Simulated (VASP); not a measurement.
MgS:

```
S Mg
1.0
     0.00000    2.60165    2.60165
     2.60165    0.00000    2.60165
     2.60165    2.60165    0.00000
S Mg
1 1
Direct
  0.50000 0.50000 0.50000
  0.00000 0.00000 0.00000
```

Base run:

* Program: VASP 6.6.1
* Functional: PBE-based screened hybrid with 25 % exact exchange
* Potentials or basis: VASP PAW PBE potentials, release 64 (S, Mg)
* Cutoff: 520 eV
* k mesh: 5 × 5 × 5
* Occupations: fermi-dirac, width 0.05 eV
* Spin: no spin polarisation

Its results: band gap on the k mesh 3.97 eV (least direct gap 4.59 eV); pressure -0.5 GPa.

The run is repeated on the same cell with these changes: functional from PBE-based screened hybrid with 25 % exact exchange to HSE06; screening parameter from 0.3 1/Å to 0.2079 1/Å. What comes out?

Band gap on the k mesh 4.19 eV (least direct gap 4.80 eV); pressure -0.7 GPa.

Caveats: the PAW data sets were made with another functional, which shifts forces and pressure a little; an odd mesh through Γ misses points on the zone boundary, where band edges can lie.
